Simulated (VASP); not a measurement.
A run of VASP 6.6.1 is set up as follows.

Contents of INCAR:

```
SYSTEM = Al3FeCo2
PREC = Accurate ; ENCUT = 600
EDIFF = 1E-7 ; ISMEAR = 0
SIGMA = 0.1 ; LREAL = .False.
LASPH = .True. ; NELM = 200
ALGO = Normal ; ISIF = 3
LWAVE = .False. ; LCHARG = .False.
ISPIN = 2 ; MAGMOM = 0 0 0 0.49 0 0
LORBIT = 11 ; LMAXMIX = 4
GGA = PE ; IBRION = 2
NSW = 100 ; EDIFFG = -0.01
GGA_COMPAT = .False. ; NELMIN = 4
KPAR = 4
```

KPOINTS

```
Automatic mesh
0
Gamma
  14 14 6
  0 0 0
```

File POSCAR:

```
Al3FeCo2
1.0
    2.8569349338      0.0000000000      0.0000000000
    0.0000000000      2.8569349338      0.0000000000
    0.0000000000      0.0000000000      8.5775081828
Al Fe Co
3 1 2
Direct
    0.0000000000      0.0000000000      0.8355230081
    0.0000000000      0.0000000000      0.1644769919
    0.0000000000      0.0000000000      0.5000000000
    0.5000000000      0.5000000000      0.0000000000
    0.5000000000      0.5000000000      0.3346652780
    0.5000000000      0.5000000000      0.6653347220
```

Potentials or basis: VASP PAW PBE potentials, release 64 (Al, Fe, Co).

Run with:

```bash
$ cat potpaw_PBE.64/Al/POTCAR potpaw_PBE.64/Fe/POTCAR potpaw_PBE.64/Co/POTCAR > POTCAR
$ mpirun -np 4 vasp_std > vasp.out
```

(1) Estimate the site moments.

(2) What does it give for the net moment?

Answers

(1) Al -0.01, +0.00 (each value once); Fe +0.43; Co -0.03 μB.

(2) 0.36 μB per cell.
